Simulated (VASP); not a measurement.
CaMg:

```xyz
2
Lattice="4.0274 0.0000 0.0000 0.0000 4.0274 0.0000 0.0000 0.0000 3.8616" Properties=species:S:1:pos:R:3 pbc="T T T"
Ca    0.0000    0.0000    1.9308
Mg    2.0137    2.0137    0.0000
```

| Quantity | Value |
| --- | --- |
| Program | VASP 6.6.1 |
| Task | relaxation of cell and atoms |
| Functional | PBEsol |
| Potentials or basis | VASP PAW PBE potentials, release 64 (Ca_sv, Mg) |
| Cutoff | 600 eV |
| k mesh | 12 × 12 × 12 |
| Occupations | methfessel-paxton, width 0.02 eV |
| Spin | no spin polarisation |

At the start: pressure -0.9 GPa; volume 31.32 Å³/atom.

Task: How do energy, volume and symmetry change on relaxing?

Result: Over 6 steps the energy falls by 3.1 meV/atom and the volume is 30.25 Å³/atom (-3.4 %); space group P4/mmm (No. 123, to 0.1 Å) before and after.

The path:
```
step  energy change (eV)  largest force (eV/Å)  pressure (GPa)  volume (Å³)
   1              0.0000                0.0000           -0.86        62.63
   2             -0.0054                0.0000           -0.25        61.13
   3             -0.0059                0.0000            0.01        60.52
   4             -0.0059                0.0000            0.03        60.48
   5             -0.0061                0.0000            0.03        60.49
   6             -0.0063                0.0000            0.03        60.51
```

Final structure:
```
CELL_PARAMETERS angstrom
3.96505 0.00000 0.00000
0.00000 3.96505 0.00000
0.00000 0.00000 3.84855
ATOMIC_POSITIONS crystal
Ca 0.00000 0.00000 0.50000
Mg 0.50000 0.50000 0.00000
```

Caveat: the PAW data sets were made with another functional, which shifts forces and pressure a little.
